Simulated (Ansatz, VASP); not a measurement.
Two plane-wave programs on Be4Se3

```
Be Se
1.0
     3.24081   -4.94261    0.00000
     3.24081    4.94261    0.00000
     0.00000    0.00000    3.41779
Be Se
4 3
Direct
  0.29140 0.29140 0.50000
  0.70860 0.70860 0.50000
  0.77212 0.22788 0.00000
  0.22788 0.77212 0.00000
  0.50000 0.00000 0.50000
  0.00000 0.50000 0.50000
  0.00000 0.00000 0.00000
```

Change from the starting cell: species swapped into the Zr3S4 type (Cmmm, No. 65).

Alike in both runs: functional PBE; k mesh 3 × 3 × 5; occupations gaussian, width 0.2 eV; no spin polarisation.

Ansatz relaxed the structure, and its values are those at the end. VASP's run is a single point on that final structure, the one shown.

|  | VASP | Ansatz |
| --- | --- | --- |
| version | VASP 6.6.1 | Ansatz 0.2.0 |
| potentials or method | VASP PAW PBE potentials, release 64 (Be, Se), cutoff 520 eV | scalar-relativistic, plane waves, PAW |
| valence electrons in the cell | 26 | 56 |

Ansatz gave:

```
gap on the k mesh at the Fermi level (eV) : none
pressure (GPa)                            : -0.1
rms of the force components (eV/Å)        : 0.011
```

Which values does VASP return?

gap on the k mesh at the Fermi level (eV): none; pressure (GPa): 0.1; rms of the force components (eV/Å): 0.014.

A gap of «none» marks a metal or a gap that the smearing closes. VASP's potentials hold 26 valence electrons a cell and Ansatz's 56, so a difference there can come from the potentials and not from the codes.

The k mesh is coarse, so the values compare programs but aren't converged.
